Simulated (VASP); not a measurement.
Crystal: NaCa2H2.

```
CELL_PARAMETERS angstrom
4.63121 0.00000 0.00000
-2.31561 4.01075 0.00000
0.00000 0.00000 3.70550
ATOMIC_POSITIONS crystal
Na 0.00000 0.00000 0.64830
Ca 0.33333 0.66667 0.04673
Ca 0.66667 0.33333 0.04673
H 0.33333 0.66667 0.62114
H 0.66667 0.33333 0.62114
```

The cell was built from a structure type or drawn by symmetry, and may not be a known phase.

```yaml
Program: VASP 6.6.1
Task: relaxation of cell and atoms
Functional: PBE
Potentials_or_basis: VASP PAW PBE potentials, release 64 (Na_sv, Ca_sv, H)
Cutoff: 970 eV
k_mesh: 6 × 6 × 6
Occupations: gaussian, width 0.1 eV
Spin: no spin polarisation
```

At the start: pressure 28.5 GPa; volume 13.77 Å³/atom.

Q: Where does the relaxation end?

A: Over 15 steps the energy falls by 936.2 meV/atom and the volume is 25.92 Å³/atom (+88.3 %); space group P6mm (No. 183, to 0.1 Å) before and after.

The path:
| step | energy change (eV) | largest force (eV/Å) | pressure (GPa) | volume (Å³) |
| --- | --- | --- | --- | --- |
| 1 | 0.0000 | 5.9000 | 28.55 | 68.83 |
| 2 | -3.1523 | 1.7262 | 7.07 | 95.93 |
| 3 | -3.2082 | 1.1712 | 8.61 | 88.12 |
| 4 | -3.2068 | 1.4527 | 7.81 | 91.40 |
| 5 | -3.9232 | 0.6319 | 3.28 | 106.59 |
| 6 | -4.0511 | 0.0747 | -3.35 | 141.30 |
| 7 | -4.1910 | 0.1446 | -0.70 | 125.44 |
| 8 | -4.5509 | 0.0866 | -0.79 | 129.86 |
| 9 | -4.6646 | 0.1171 | -0.89 | 133.04 |
| 10 | -4.6786 | 0.0647 | 0.05 | 128.85 |
| 11 | -4.6786 | 0.0647 | 0.03 | 128.91 |
| 12 | -4.6791 | 0.0603 | 0.02 | 129.05 |
| 13 | -4.6795 | 0.0525 | -0.01 | 129.35 |
| 14 | -4.6799 | 0.0497 | -0.03 | 129.41 |
| 15 | -4.6809 | 0.0372 | -0.08 | 129.59 |

Final structure:
```yaml
crystal:
  lattice:
    - [5.95421, 0.00000, 0.00000]
    - [-2.97711, 5.15650, 0.00000]
    - [0.00000, 0.00000, 4.22077]
  atoms:
    - { symbol: Na, position: [0.00000, 0.00000, 0.60747] }
    - { symbol: Ca, position: [0.33333, 0.66667, 0.09416] }
    - { symbol: Ca, position: [0.66667, 0.33333, 0.09416] }
    - { symbol: H, position: [0.33333, 0.66667, 0.59413] }
    - { symbol: H, position: [0.66667, 0.33333, 0.59413] }
```

Caveat: the volume moved by over 15 % at a fixed basis, so the end points are rough.
